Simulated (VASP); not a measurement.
Runs of VASP 6.6.1 on Ti5Si. The structure is that of space group R32 (No. 155), or close to it. The cells are those of the table. 

```tsv
level	cell	smearing	further INCAR settings	gap on the mesh (eV)	pressure (GPa)	largest force (eV/Å)
PBEsol	a = 5.311 Å, angles 56.7°, 6 atoms	methfessel-paxton 0.01 eV	ALGO = Fast; EDIFF = 1e-06; NBANDS = 41	none	-4.5	0.07
PBEsol	a = 5.311 Å, angles 56.7°, 6 atoms	tetrahedron	ALGO = Fast; EDIFF = 1e-06; NBANDS = 41	none	-4.3	0.07
PBE	a = 5.310 Å, angles 56.8°, 6 atoms	gaussian 0.1 eV	ALGO = Fast; EDIFF = 1e-07; NBANDS = 41	none	(a)	-
PBEsol	a = 5.311 Å, angles 56.7°, 6 atoms	methfessel-paxton 0.2 eV	ALGO = Fast; EDIFF = 1e-06; NBANDS = 41	none	-4.5	0.06
```

Alike in all rows: task single point; potentials or basis VASP PAW PBE potentials, release 64 (Ti_sv, Si); no spin polarisation; k mesh 12 × 12 × 12; cutoff (eV) 520.

Problem. Fill in the values left out.

Solution. (a) -0.2.

Caveats: the PAW data sets were made with another functional, which shifts forces and pressure a little (some runs); tetrahedron occupations give inexact forces and stress in metals (some runs).

A gap of «none» marks levels without a gap at the run's occupations.
